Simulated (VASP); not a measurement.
Wanted: the native input for a VASP 6.6.1 run.

| Quantity | Value |
| --- | --- |
| Task | single point |
| Functional | PBE |
| Potentials or basis | VASP PAW PBE potentials, release 64 (Mg, O) |
| Cutoff | 520 eV |
| k mesh | 6 × 6 × 6 |
| Occupations | gaussian, width 0.01 eV |
| Spin | no spin polarisation |
| Dipole correction | no |
| Further INCAR settings | ALGO = Normal; EDIFF = 1e-06; NBANDS = 11 |

The structure of MgO lies in POSCAR:

```
MgO
1.0
    0.0000000000      2.1021673984      2.1021673984
    2.1021673984      0.0000000000      2.1021673984
    2.1021673984      2.1021673984      0.0000000000
Mg O
1 1
Direct
    0.0000000000      0.0000000000      0.0000000000
    0.5000000000      0.5000000000      0.5000000000
```

These files were run (other wordings do the same):

INCAR

```
ALGO = Normal ; EDIFF = 1E-6
ENCUT = 520 ; GGA = PE
ISIF = 2 ; ISMEAR = 0
LASPH = True ; LCHARG = False
LREAL = False ; LWAVE = False
NBANDS = 11 ; NELM = 100
PREC = Accurate ; SIGMA = 0.01
```

KPOINTS

```
k-points
0
Gamma
  6 6 6
```

Potentials or basis: VASP PAW PBE potentials, release 64 (Mg, O).

The run is started by

```console
$ cat potpaw_PBE.64/Mg/POTCAR potpaw_PBE.64/O/POTCAR > POTCAR
$ mpirun -np 1 vasp_std > vasp.out
```

Results of the run:

```json
{"Pressure": "4.9 GPa", "Band gap on the k mesh": "4.78 eV, direct"}
```

Caveat: the k points lie up to 0.43 Å⁻¹ apart.

Run time: 6.1 s on 1 thread of AMD EPYC 7R43 64-Core Processor (Zen 3), on a shared host, peak memory 0.1 GiB.
